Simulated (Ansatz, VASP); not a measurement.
Te in VASP and in Ansatz

```xyz
1
Lattice="0.0000 2.4669 2.3204 2.4669 0.0000 2.3204 2.4669 2.4669 0.0000" Properties=species:S:1:pos:R:3 pbc="T T T"
Te    0.0000    0.0000    0.0000
```

Change from the starting cell: z stretched by -4 % at fixed volume, crystal datasets.

Alike in both runs: task electric field gradients; functional PBE; k mesh 14 × 14 × 14; occupations fermi-dirac, width 0.05 eV; no spin polarisation.

```csv
,VASP,Ansatz
version,VASP 6.6.1,Ansatz 0.2.0
potentials or method,"VASP PAW PBE potentials, release 64 (Te), cutoff 400 eV","all-electron PAW with datasets made for the crystal, scalar-relativistic"
```

```csv
,VASP,Ansatz,Ansatz less VASP
pressure (GPa),0.0,0.1,+0.12
"traceless stress, the component that is largest in VASP (GPa)",-0.89,-0.89,0.000
size of Vzz on the site where it differs most (V/Å²),26.2,26.7,+0.42
```

Ansatz ran all-electron here, and VASP with PAW potentials.

Neither program's run includes spin-orbit coupling.
